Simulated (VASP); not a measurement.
Input of a VASP 6.6.1 run:

File INCAR:

```
SYSTEM = BN
PREC = Accurate ; ENCUT = 520
EDIFF = 1E-6 ; ISMEAR = 0
SIGMA = 0.05 ; LREAL = .FALSE.
LASPH = .TRUE. ; NELM = 100
ALGO = Normal ; ISIF = 2
LWAVE = .FALSE. ; LCHARG = .FALSE.
GGA = PS ; NBANDS = 16
```

The input KPOINTS:

```
regular mesh
0
G
  12 12 4
  0 0 0
```

Contents of POSCAR:

```
BN
1.0
    2.5232022594      0.0000000000      0.0000000000
   -1.2616011297      2.1851572555      0.0000000000
    0.0000000000      0.0000000000      6.5938844644
B N
2 2
Direct
    0.3333333333      0.6666666667      0.2500000000
    0.6666666667      0.3333333333      0.7500000000
    0.3333333333      0.6666666667      0.7500000000
    0.6666666667      0.3333333333      0.2500000000
```

Potentials or basis: VASP PAW PBE potentials, release 64 (B, N).

Command:

```console
$ cat potpaw_PBE.64/B/POTCAR potpaw_PBE.64/N/POTCAR > POTCAR
$ mpirun -np 1 vasp_std > vasp.out
```

(1) What does it give for the pressure?

(2) Estimate the band gap on the k mesh.

## Answers

(1) -4.6 GPa.

(2) 4.11 eV, indirect (least direct gap 4.51 eV).

Caveat: the PAW data sets were made with another functional, which shifts forces and pressure a little; this functional lacks dispersion, which binds the layers, so the pressure and a relaxed spacing across them are unreliable.
